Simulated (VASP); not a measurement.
The system is NaSe7.

```
Na Se
1.0
     0.00000    4.71934    4.71934
     4.71934    0.00000    4.71934
     4.71934    4.71934    0.00000
Na Se
1 7
Direct
  0.00000 0.00000 0.00000
  0.50000 0.00000 0.00000
  0.00000 0.50000 0.50000
  0.00000 0.50000 0.00000
  0.50000 0.00000 0.50000
  0.00000 0.00000 0.50000
  0.50000 0.50000 0.00000
  0.50000 0.50000 0.50000
```

The cell was built from a structure type or drawn by symmetry, and may not be a known phase.

| Item | Value |
| --- | --- |
| Program | VASP 6.6.1 |
| Task | relaxation of cell and atoms |
| Functional | PBE |
| Potentials or basis | VASP PAW PBE potentials, release 64 (Na_pv, Se) |
| Cutoff | 600 eV |
| k mesh | 4 × 4 × 4 |
| Occupations | gaussian, width 0.1 eV |
| Spin | no spin polarisation |

At the start: pressure -8.1 GPa; volume 26.28 Å³/atom.

**Question.** How do energy, volume and symmetry change on relaxing?

**Answer.** Over 3 steps the energy falls by 176.4 meV/atom and the volume is 20.78 Å³/atom (-20.9 %); space group Fm-3m (No. 225, to 0.1 Å) before and after.

The path:
```csv
step,energy change (eV),largest force (eV/Å),pressure (GPa),volume (Å³)
1,0.0000,0.0000,-8.07,210.22
2,-1.3652,0.0000,-2.15,172.45
3,-1.4109,0.0000,-0.15,166.26
```

Final structure:
```
Na Se
1.0
     0.00000    4.36439    4.36439
     4.36439    0.00000    4.36439
     4.36439    4.36439    0.00000
Na Se
1 7
Direct
  0.00000 0.00000 0.00000
  0.50000 0.00000 0.00000
  0.00000 0.50000 0.50000
  0.00000 0.50000 0.00000
  0.50000 0.00000 0.50000
  0.00000 0.00000 0.50000
  0.50000 0.50000 0.00000
  0.50000 0.50000 0.50000
```

Caveat: the volume moved by over 15 % at a fixed basis, so the end points are rough.
